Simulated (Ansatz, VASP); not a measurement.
# CaGaH in VASP and in Ansatz

File POSCAR:

```
CaGaH
1.0
    3.4781680000      0.0000000000      0.0000000000
    0.0000000000      3.4781680000      0.0000000000
    0.0000000000      0.0000000000      7.3635840000
Ga Ca H
2 2 2
Direct
    0.0000000000      0.5000000000      0.0839000000
    0.5000000000      0.0000000000      0.9161000000
    0.0000000000      0.5000000000      0.6503000000
    0.5000000000      0.0000000000      0.3497000000
    0.0000000000      0.5000000000      0.3300000000
    0.5000000000      0.0000000000      0.6700000000
```

The input INCAR.step1:

```
PREC = Accurate
ENCUT = 520
ISMEAR = -1
SIGMA = 0.1
LREAL = F
LASPH = T
NELM = 100
NBANDS = 33
GGA = PE
ALGO = Normal
EDIFF = 1E-4
LWAVE = T
LCHARG = F
```

File INCAR.step2:

```
PREC = Accurate
ENCUT = 520
EDIFF = 1E-7
ISMEAR = -1
SIGMA = 0.1
LREAL = F
LASPH = T
NELM = 100
ALGO = Normal
ISIF = 2
LWAVE = F
LCHARG = F
METAGGA = R2SCAN
LMIXTAU = T
NBANDS = 33
ISTART = 1
```

The input KPOINTS:

```
regular mesh
0
Gamma
  10 10 5
```

Input for Ansatz:

```yaml
crystal:
  lattice:
    - [3.478168, 0.0, 0.0]
    - [0.0, 3.478168, 0.0]
    - [0.0, 0.0, 7.363584]
  atoms:
    - { symbol: Ga, position: [0.0, 0.5, 0.0839] }
    - { symbol: Ga, position: [0.5, 0.0, 0.9161] }
    - { symbol: Ca, position: [0.0, 0.5, 0.6503] }
    - { symbol: Ca, position: [0.5, 0.0, 0.3497] }
    - { symbol: H, position: [0.0, 0.5, 0.33] }
    - { symbol: H, position: [0.5, 0.0, 0.67] }
  symmetry: { tolerance: 0.0003 }
kpoints:
  mp_grid: { grid: [10, 10, 5], shift: [0, 0, 0] }
  band_path:
    path:
      - [0.0, 0.0, 0.0]
      - [0.0, 0.5, 0.0]
      - [0.5, 0.5, 0.0]
      - [0.0, 0.0, 0.0]
      - [0.0, 0.0, 0.5]
      - [0.0, 0.5, 0.5]
      - [0.5, 0.5, 0.5]
      - [0.0, 0.0, 0.5]
      - [0.0, 0.5, 0.0]
      - [0.0, 0.5, 0.5]
      - [0.5, 0.5, 0.0]
    npoints: 6
magnetization:
  spin_polarized: false
scf:
  occupations: { method: fermi_dirac }
  lower_state_search: "off"
  max_iter: 200
hamiltonian:
  pseudopotentials: { kind: paw }
  xc: r2scan
basis:
  ecutwfc: 500
  fft_grid_basis: typed
output:
  forces: true
  stress: true
  eigenvalues: true
  bader: true
  populations: true
  elf: true
  write_potential: true
  volumetric_format: npy
  dos:
    e_range: [-12, 8]
    de: 0.05
    projected: { site_lists: { Ca: [Ca], Ga: [Ga], H: [H] } }
checkpoint:
  read: saved_state
```

Alike in both runs: task single point; functional r2SCAN; k mesh 10 × 10 × 5; no spin polarisation.

|  | VASP | Ansatz |
| --- | --- | --- |
| version | VASP 6.6.1 | Ansatz 0.2.0 |
| potentials or method | VASP PAW PBE potentials, release 64 (Ga_d, Ca_sv, H), cutoff 520 eV | PAW plane waves |
| occupations | fermi-dirac, width 0.1 eV | fermi-dirac |
| valence electrons in the cell | 48 | 48 |

|  | VASP | Ansatz | Ansatz less VASP |
| --- | --- | --- | --- |
| pressure (GPa) | 9.1 | 9.0 | -0.20 |
| traceless stress, the component that is largest in VASP (GPa) | 9.45 | 9.38 | -0.074 |
| rms of the force components (eV/Å) | 0.784 | 0.783 | -0.0018 |

VASP's potentials were made for PBE, not for r2SCAN. Atom by atom the forces differ by 0.004 eV/Å (rms over components).
